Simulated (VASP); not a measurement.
# In5PtCl (P4/mmm) in VASP: notebook, part 2 of 3

VASP 6.6.1.

**4. Relaxation of cell and atoms, PBE**

This run uses another cell than the first one, of 22.51 Å³/atom.

The input, INCAR:

```
SYSTEM = In5PtCl
  ALGO = Normal
  EDIFF = 1E-6
  EDIFFG = -0.04
  ENCUT = 600
  GGA = PE
  IBRION = 2
  ISIF = 3
  ISMEAR = 0
  LASPH = .True.
  LCHARG = .False.
  LREAL = .False.
  LWAVE = .False.
  NELM = 80
  NSW = 90
  PREC = Accurate
  SIGMA = 0.1
```

The input, KPOINTS:

```
k-points
0
Gamma
  4 4 2
  0 0 0
```

The input, POSCAR:

```
In5PtCl
1.0
    4.4768437500      0.0000000000      0.0000000000
    0.0000000000      4.4768437500      0.0000000000
    0.0000000000      0.0000000000      7.8629117100
In Pt Cl
5 1 1
Direct
    0.5000000000      0.0000000000      0.7261999800
    0.0000000000      0.5000000000      0.7261999800
    0.5000000000      0.0000000000      0.2738000200
    0.0000000000      0.5000000000      0.2738000200
    0.0000000000      0.0000000000      0.0000000000
    0.5000000000      0.5000000000      0.0000000000
    0.0000000000      0.0000000000      0.5000000000
```

Potentials or basis: VASP PAW PBE potentials, release 64 (In_d, Pt, Cl).

On the command line:

```bash
cat potpaw_PBE.64/In_d/POTCAR potpaw_PBE.64/Pt/POTCAR potpaw_PBE.64/Cl/POTCAR > POTCAR
mpirun -np 1 vasp_std > vasp.out
```

OUTCAR:

```text
SYSTEM = In5PtCl
   EDIFF = 1E-6
   EDIFFG = -0.04
   ENCUT = 600
   GGA = PE
   IBRION = 2
   ISIF = 3
   ISMEAR = 0
   LASPH = .True.
   LREAL = .False.
   NELM = 80
   NSW = 90
   PREC = Accurate

 ion  position               nearest neighbor table
   1  0.500  0.000  0.726-   7 2.86   7 2.86   5 3.11   6 3.11   5 3.11   6 3.11   2 3.17   2 3.17
                             2 3.17   2 3.17   3 3.56
   2  0.000  0.500  0.726-   7 2.86   7 2.86   5 3.11   5 3.11   6 3.11   6 3.11   1 3.17   1 3.17
                             1 3.17   1 3.17   4 3.56
   3  0.500  0.000  0.274-   7 2.86   7 2.86   5 3.11   6 3.11   5 3.11   6 3.11   4 3.17   4 3.17
                             4 3.17   4 3.17   1 3.56
   4  0.000  0.500  0.274-   7 2.86   7 2.86   5 3.11   5 3.11   6 3.11   6 3.11   3 3.17   3 3.17
                             3 3.17   3 3.17   2 3.56
   5  0.000  0.000  0.000-   1 3.11   2 3.11   3 3.11   4 3.11   2 3.11   4 3.11   1 3.11   3 3.11
                             6 3.17   6 3.17   6 3.17   6 3.17
   6  0.500  0.500  0.000-   1 3.11   2 3.11   3 3.11   4 3.11   1 3.11   3 3.11   2 3.11   4 3.11
                             5 3.17   5 3.17   5 3.17   5 3.17
   7  0.000  0.000  0.500-   1 2.86   2 2.86   3 2.86   4 2.86   2 2.86   4 2.86   1 2.86   3 2.86

  LATTYP: Found a simple tetragonal cell.
 ALAT       =     4.4768437500
 C/A-ratio  =     1.7563516060

  Lattice vectors:

 A1 = (   4.4768437500,   0.0000000000,   0.0000000000)
 A2 = (   0.0000000000,   4.4768437500,   0.0000000000)
 A3 = (   0.0000000000,   0.0000000000,   7.8629117100)

Analysis of symmetry for initial positions (statically):
=====================================================================
 Subroutine PRICEL returns:
 Original cell was already a primitive cell.

 Routine SETGRP: Setting up the symmetry group for a
 simple tetragonal supercell.

 Subroutine GETGRP returns: Found 16 space group operations
 (whereof 16 operations were pure point group operations)
 out of a pool of 16 trial point group operations.

The static configuration has the point symmetry D_4h.

Analysis of symmetry for dynamics (positions and initial velocities):
=====================================================================
 Subroutine PRICEL returns:
 Original cell was already a primitive cell.

 Routine SETGRP: Setting up the symmetry group for a
 simple tetragonal supercell.

 Subroutine GETGRP returns: Found 16 space group operations
 (whereof 16 operations were pure point group operations)
 out of a pool of 16 trial point group operations.

The dynamic configuration has the point symmetry D_4h.

 Subroutine INISYM returns: Found 16 space group operations
 (whereof 16 operations are pure point group operations),
 and found     1 'primitive' translations

----------------------------------------------------------------------------------------

                                     Primitive cell

  volume of cell :     157.5895

  direct lattice vectors                    reciprocal lattice vectors
     4.476843750  0.000000000  0.000000000     0.223371656  0.000000000  0.000000000
     0.000000000  4.476843750  0.000000000     0.000000000  0.223371656  0.000000000
     0.000000000  0.000000000  7.862911710     0.000000000  0.000000000  0.127179350

  length of vectors
     4.476843750  4.476843750  7.862911710     0.223371656  0.223371656  0.127179350

  position of ions in fractional coordinates (direct lattice)
     0.500000000  0.000000000  0.726199980
     0.000000000  0.500000000  0.726199980
     0.500000000  0.000000000  0.273800020
     0.000000000  0.500000000  0.273800020
     0.000000000  0.000000000  0.000000000
[... 46 lines left out ...]
  0.500000  0.500000  0.000000      1.000000
  0.000000  0.000000  0.500000      1.000000
  0.250000  0.000000  0.500000      4.000000
  0.500000  0.000000  0.500000      2.000000
  0.250000  0.250000  0.500000      4.000000
  0.500000  0.250000  0.500000      4.000000
  0.500000  0.500000  0.500000      1.000000
   k-points           NKPTS =     12   k-points in BZ     NKDIM =     12   number of bands    NBANDS=     49
   number of dos      NEDOS =    301   number of ions     NIONS =      7
   total plane-waves  NPLWV =  82944
   dimension x,y,z NGX =    36 NGY =   36 NGZ =   64
   dimension x,y,z NGXF=    72 NGYF=   72 NGZF=  128
   ions per type =               5   1   1
   NGX,Y,Z   is equivalent  to a cutoff of  13.37, 13.37, 13.53 a.u.
   NGXF,Y,Z  is equivalent  to a cutoff of  26.74, 26.74, 27.06 a.u.
 SYSTEM =  In5PtCl
   PREC   = accura    normal or accurate (medium, high low for compatibility)
   ISTART =      0    job   : 0-new  1-cont  2-samecut
   ICHARG =      2    charge: 1-file 2-atom 10-const
   ISPIN  =      1    spin polarized calculation?
   LNONCOLLINEAR =      F non collinear calculations
   LSORBIT =      F    spin-orbit coupling
   LASPH  =      T    aspherical Exc in radial PAW
   ENCUT  =  600.0 eV  44.10 Ry    6.64 a.u.   8.94  8.94 15.70*2*pi/ulx,y,z
   NELM   =     80;   NELMIN=  2; NELMDL= -5     # of ELM steps
   EDIFF  = 0.1E-05   stopping-criterion for ELM
   LREAL  =      F    real-space projection
   EDIFFG = -.4E-01   stopping-criterion for IOM
   NSW    =     90    number of steps for IOM
   IBRION =      2    ionic relax: 0-MD 1-quasi-New 2-CG
   NFREE  =      1    steps in history (QN), initial steepest desc. (CG)
   ISIF   =      3    stress and relaxation
   ISYM   =      2    0-nonsym 1-usesym 2-fastsym
   POTIM  = 0.5000    time-step for ionic-motion
   TEBEG  =    0.0;   TEEND  =   0.0 temperature during run
   PSTRESS=    0.0 pullay stress
   NELECT =      82.0000    total number of electrons
   NUPDOWN=      -1.0000    fix difference up-down
   EMIN   =  10.00;   EMAX   =-10.00  energy-range for DOS
   EFERMI =   0.00;   METHOD = LEGACY
   ISMEAR =     0;   SIGMA  =   0.10  broadening in eV -4-tet -1-fermi 0-gaus
   EFERMI_NEDOS =   21; number of points for ismear=-14 and -15
   IALGO  =     38    algorithm
   IMIX   =      4    mixing-type and parameters
     AMIX     =   0.40;   BMIX     =  1.00
     AMIX_MAG =   1.60;   BMIX_MAG =  1.00
  volume/ion in A,a.u.               =      22.51       151.92
  Fermi-wavevector in a.u.,A,eV,Ry     =   1.316751  2.488299 23.590236  1.733833
  Thomas-Fermi vector in A             =   2.446841
   LORBIT       =      0    0 simple, 1 ext, 2 COOP (PROOUT), +10 PAW based schemes
   GGA     = PE    functional components
   LHFCALC =     F    Hartree Fock is set to
   AEXX    =    0.0000 exact exchange contribution
   IVDW    =     0    specifies the selected vdW correction
   LEPSILON=     F    determine dielectric tensor
   LRPA    =     F    only Hartree local field effects (RPA)
 conjugate gradient relaxation of ions
 non-spin polarized calculation
 Gauss-broadening in eV      SIGMA  =   0.10
  energy-cutoff  :      600.00
  volume of cell :      157.59
 maximum number of plane-waves:      5304
 NGX is ok and might be reduce to    36
   NGX = 17   NGY = 17   NGZ = 31

--------------------------------------- Ionic step        1  -------------------------------------------

 number of electron      82.0000018 magnetization

 Free energy of the ion-electron system (eV)
  ---------------------------------------------------
  ext. energy  EPLUGINS =         0.00000000
  ---------------------------------------------------
  free energy    TOTEN  =       -19.96304840 eV

  energy without entropy =      -19.94110946  energy(sigma->0) =      -19.95207893

 E-fermi :   8.1367     XC(G=0): -10.6741

 val. band max:        8.0919348866   @ k =   0.2500   0.0000   0.5000
 cond. band min:       8.1667579544   @ k =   0.5000   0.5000   0.5000
 fundamental gap:      0.0748230678
 Fermi energy:         8.1367491738

 k-point     1 :       0.0000    0.0000    0.0000
  band No.  band energies     occupation
      1      -9.1348      2.00000
      2      -6.7799      2.00000
      3      -6.7475      2.00000
      4      -6.6985      2.00000
      5      -6.6873      2.00000
      6      -6.6873      2.00000
[... 729 lines left out ...]
  FREE ENERGIE OF THE ION-ELECTRON SYSTEM (eV)
  ---------------------------------------------------
  free  energy   TOTEN  =       -20.8257879849 eV

  energy  without entropy=      -20.8073340146  energy(sigma->0) =      -20.81656100

[... ionic steps 4 to 16 ...]

--------------------------------------- Ionic step       17  -------------------------------------------

 number of electron      82.0000030 magnetization

------------------------ aborting loop because EDIFF is reached ----------------------------------------
[... 77 lines left out ...]
--------------------------------------- Ionic step       19  -------------------------------------------

 number of electron      81.9999958 magnetization

 Free energy of the ion-electron system (eV)
  ---------------------------------------------------
  ext. energy  EPLUGINS =         0.00000000
  ---------------------------------------------------
  free energy    TOTEN  =       -21.54251865 eV

  energy without entropy =      -21.52009494  energy(sigma->0) =      -21.53130680

 E-fermi :   5.9174     XC(G=0):  -9.6793

 val. band max:        5.8947436626   @ k =   0.2500   0.0000   0.0000
 cond. band min:       5.9436723356   @ k =   0.5000   0.2500   0.0000
 fundamental gap:      0.0489286731
 Fermi energy:         5.9173813145

 k-point     1 :       0.0000    0.0000    0.0000
  band No.  band energies     occupation
      1      -9.0007      2.00000
      2      -8.9570      2.00000
      3      -8.9435      2.00000
      4      -8.8370      2.00000
      5      -8.8251      2.00000
      6      -8.8251      2.00000
[... 647 lines left out ...]
  FREE ENERGIE OF THE ION-ELECTRON SYSTEM (eV)
  ---------------------------------------------------
  free  energy   TOTEN  =       -21.5425186511 eV

  energy  without entropy=      -21.5200949417  energy(sigma->0) =      -21.53130680

 reached required accuracy - stopping structural energy minimisation
```

Wall time 15 min (1 thread of AMD EPYC 9R45 (Zen 5), shared host); peak memory 0.32 GiB.

Results:

* Free energy: -21.5425 eV
* Relaxed volume: 26.68 Å³/atom
* Relaxed cell: a = 4.386 Å, b = 4.386 Å, c = 9.710 Å, α = 90.00°, β = 90.00°, γ = 90.00°
* Space group after relaxing (to 0.1 Å): P4/mmm (No. 123)
* Energy gained by relaxing: 225.6 meV/atom
* Ionic steps: 19
* Pressure after relaxing: 0.2 GPa
* Band gap on the k mesh: zero (bands 41 and 42 overlap by 3.06 eV)

Step by step:
```tsv
step	energy change (eV)	largest force (eV/Å)	pressure (GPa)	volume (Å³)
1	0.0000	1.0830	8.46	157.59
2	-0.8457	0.8757	-0.03	186.28
3	-0.8627	0.8558	-1.20	193.26
4	-0.8635	0.8599	-0.96	191.70
5	-1.0539	0.7706	-0.73	190.91
6	-1.4546	0.2871	0.12	188.37
7	-1.0618	1.0904	4.76	182.46
8	-1.5203	0.0072	0.84	187.04
9	-1.5210	0.0176	0.90	186.88
10	-1.5418	0.0352	-0.33	194.70
11	-1.5428	0.0327	-0.13	193.30
12	-1.5489	0.0524	-0.13	193.04
13	-1.5668	0.0899	-0.13	192.15
14	-1.5546	0.1747	0.23	189.93
15	-1.5706	0.1195	0.00	191.31
16	-1.5710	0.1111	-0.06	191.56
17	-1.5777	0.0790	0.07	190.30
18	-1.5801	0.0573	0.17	189.14
19	-1.5795	0.0016	0.15	186.79
```

Final structure:
```xyz
7
Lattice="4.3861 0.0000 0.0000 0.0000 4.3861 0.0000 0.0000 0.0000 9.7097" Properties=species:S:1:pos:R:3 pbc="T T T"
In    2.1930    4.3861    7.3895
In    0.0000    2.1930    7.3895
In    2.1930    0.0000    2.3202
In    0.0000    2.1930    2.3202
In    0.0000    0.0000    0.0000
Pt    2.1930    2.1930    0.0000
Cl    0.0000    0.0000    4.8549
```

Caveat: the k points lie up to 0.36 Å⁻¹ apart in the final cell, too coarse for converged energies and pressures of a metal; the volume moved by over 15 % at a fixed basis, so the end points are rough; spin-orbit coupling is left out, which moves the levels of the heavy elements.

[end of part 2 of 3]

The gap in the log of VASP goes by the Fermi energy; the results here count the filled bands.